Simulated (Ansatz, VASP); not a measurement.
**InSb3: VASP beside Ansatz**

File INCAR:

```
  ALGO = Normal
  EDIFF = 1E-6
  ENCUT = 500
  GGA_COMPAT = F
  ISIF = 2
  ISMEAR = -1
  LASPH = T
  LCHARG = F
  LREAL = F
  LWAVE = F
  NBANDS = 22
  NELM = 120
  PREC = Accurate
  SIGMA = 0.05
```

KPOINTS

```
k-points
0
Gamma
  6 6 6
```

The input POSCAR:

```
InSb3
1.0
    0.0000000000      3.7945550000      3.7945550000
    3.7945550000      0.0000000000      3.7945550000
    3.7945550000      3.7945550000      0.0000000000
Sb In
3 1
Direct
    0.5000000000      0.5000000000      0.5000000000
    0.7500000000      0.7500000000      0.7500000000
    0.2500000000      0.2500000000      0.2500000000
    0.0000000000      0.0000000000      0.0000000000
```

File input.yaml:

```yaml
crystal:
  lattice:
    - [0.0, 3.794555, 3.794555]
    - [3.794555, 0.0, 3.794555]
    - [3.794555, 3.794555, 0.0]
  atoms:
    - { symbol: Sb, position: [0.5, 0.5, 0.5] }
    - { symbol: Sb, position: [0.75, 0.75, 0.75] }
    - { symbol: Sb, position: [0.25, 0.25, 0.25] }
    - { symbol: In, position: [0.0, 0.0, 0.0] }
kpoints:
  mp_grid: { grid: [6, 6, 6] }
  band_path:
    path:
      - [0.0, 0.0, 0.0]
      - [0.5, 0.0, 0.5]
      - [0.5, 0.25, 0.75]
      - [0.375, 0.375, 0.75]
      - [0.0, 0.0, 0.0]
      - [0.5, 0.5, 0.5]
      - [0.625, 0.25, 0.625]
      - [0.5, 0.25, 0.75]
    npoints: 8
scf:
  occupations: { method: fermi_dirac, width: 0.05 }
hamiltonian:
  xc: lda
  pseudopotentials: { kind: all_electron, lapw: { basis_error: 0.002 } }
output:
  forces: true
  stress: true
  eigenvalues: true
```

Alike in both runs: functional LDA; k mesh 6 × 6 × 6; occupations fermi-dirac, width 0.05 eV; no spin polarisation.

|  | VASP | Ansatz |
| --- | --- | --- |
| version | VASP 6.6.1 | Ansatz 0.2.0 |
| potentials or method | VASP PAW LDA potentials, release 64 (Sb, In_d), cutoff 500 eV | all-electron LAPW, scalar-relativistic |
| task | single point | band structure |

|  | VASP | Ansatz | Ansatz less VASP |
| --- | --- | --- | --- |
| gap on the k mesh at the Fermi level (eV) | none | none | - |
| pressure (GPa) | -4.2 | -4.2 | -0.01 |

LDA's correlation is that of Perdew and Zunger in VASP and of Perdew and Wang (1992) in Ansatz. A gap of «none» marks a metal or a gap that the smearing closes. Ansatz ran all-electron here, and VASP with PAW potentials.

Neither program's run includes spin-orbit coupling.
